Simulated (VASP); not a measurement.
Input of a VASP 6.6.1 run:

INCAR

```
SYSTEM = Y
  PREC = Accurate
  ENCUT = 600
  EDIFF = 1E-6
  ISMEAR = -1
  SIGMA = 0.05
  LREAL = .False.
  LASPH = .True.
  NELM = 100
  ALGO = Normal
  ISIF = 3
  LWAVE = .False.
  LCHARG = .False.
  GGA = PE
  IBRION = 2
  NSW = 32
  EDIFFG = -0.005
  PSTRESS = 810.0
```

The input KPOINTS:

```
Automatic mesh
0
Gamma
  12 12 12
  0 0 0
```

The input POSCAR:

```
Y
1.0
    0.0000000000      2.5917220623      2.5917220623
    2.5917220623      0.0000000000      2.5917220623
    2.5917220623      2.5917220623      0.0000000000
Y
2
Direct
   -0.1250000000     -0.1250000000     -0.1250000000
    0.1250000000      0.1250000000      0.1250000000
```

Potentials or basis: VASP PAW PBE potentials, release 64 (Y_sv).

Command:

```bash
$ cat potpaw_PBE.64/Y_sv/POTCAR > POTCAR
$ mpirun -np 1 vasp_std > vasp.out
```

(1) What does it give for the band gap on the k mesh?

(2) Estimate the space group after relaxing (to 0.1 Å).

Answers

(1) zero (bands 11 and 12 overlap by 0.92 eV).

(2) Fd-3m (No. 227).

Caveat: the cell is relaxed towards a set pressure, so the run minimises the enthalpy, not the energy.
